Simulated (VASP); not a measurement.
A run of VASP 6.6.1:

POSCAR

```
GaAs
1.0
    0.0000000000      2.8886479500      2.8886479500
    2.8886479500      0.0000000000      2.8886479500
    2.8886479500      2.8886479500      0.0000000000
Ga As
1 1
Direct
    0.0000000000      0.0000000000      0.0000000000
    0.2500000000      0.2500000000      0.2500000000
```

Contents of INCAR.step1:

```
  ALGO = Normal
  EDIFF = 1E-5
  ENCUT = 550
  GGA = PE
  GGA_COMPAT = False
  ISMEAR = 0
  LASPH = True
  LCHARG = False
  LREAL = False
  LWAVE = True
  NBANDS = 16
  NELM = 120
  PREC = Accurate
  SIGMA = 0.01
```

INCAR.step2

```
  ALGO = Normal
  EDIFF = 1E-6
  ENCUT = 550
  GGA_COMPAT = False
  ISIF = 2
  ISMEAR = 0
  ISTART = 1
  LASPH = True
  LCHARG = False
  LMIXTAU = True
  LREAL = False
  LWAVE = False
  METAGGA = R2SCAN
  NBANDS = 16
  NELM = 120
  PREC = Accurate
  SIGMA = 0.01
```

Contents of KPOINTS:

```
k-points
0
Gamma
  6 6 6
```

Potentials or basis: VASP PAW PBE potentials, release 64 (Ga_d, As).

Launch:

```console
$ cat potpaw_PBE.64/Ga_d/POTCAR potpaw_PBE.64/As/POTCAR > POTCAR
$ cp INCAR.step1 INCAR
$ mpirun -np 1 vasp_std > vasp.out
$ cp INCAR.step2 INCAR
$ mpirun -np 1 vasp_std > vasp.out
```

Hardware: 1 thread of Intel Xeon 8259CL, on a shared host.

Question: How long does it take, and how much memory?

Answer: Wall time 100 s on 1 thread of Intel Xeon 8259CL, with other jobs on the host, peak memory 0.18 GiB. Counts: k points 16.
